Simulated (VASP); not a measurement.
Input of a VASP 6.6.1 run:

File INCAR:

```
SYSTEM = CoSi2
PREC = Accurate
ENCUT = 520
EDIFF = 1E-7
ISMEAR = 0
SIGMA = 0.1
LREAL = .FALSE.
LASPH = .TRUE.
NELM = 80
ALGO = Normal
ISIF = 2
LWAVE = .FALSE.
LCHARG = .FALSE.
GGA = PE
IVDW = 12
NBANDS = 16
```

The input KPOINTS:

```
regular mesh
0
G
  14 14 14
  0 0 0
```

File POSCAR:

```
CoSi2
1.0
    0.0000000000      2.6520893463      2.6520893463
    2.6520893463      0.0000000000      2.6520893463
    2.6520893463      2.6520893463      0.0000000000
Co Si
1 2
Direct
    0.0000000000      0.0000000000      0.0000000000
    0.2500000000      0.2500000000      0.2500000000
    0.7500000000      0.7500000000      0.7500000000
```

Potentials or basis: VASP PAW PBE potentials, release 64 (Co, Si).

Run with:

```bash
$ cat potpaw_PBE.64/Co/POTCAR potpaw_PBE.64/Si/POTCAR > POTCAR
$ mpirun -np 1 vasp_std > vasp.out
```

(1) What does it give for the dispersion energy per atom?

(2) What does it give for the pressure?

Answers

(1) -0.456 eV.

(2) -0.2 GPa.

Caveat: pairwise dispersion overbinds metals, which lowers pressure and volume.
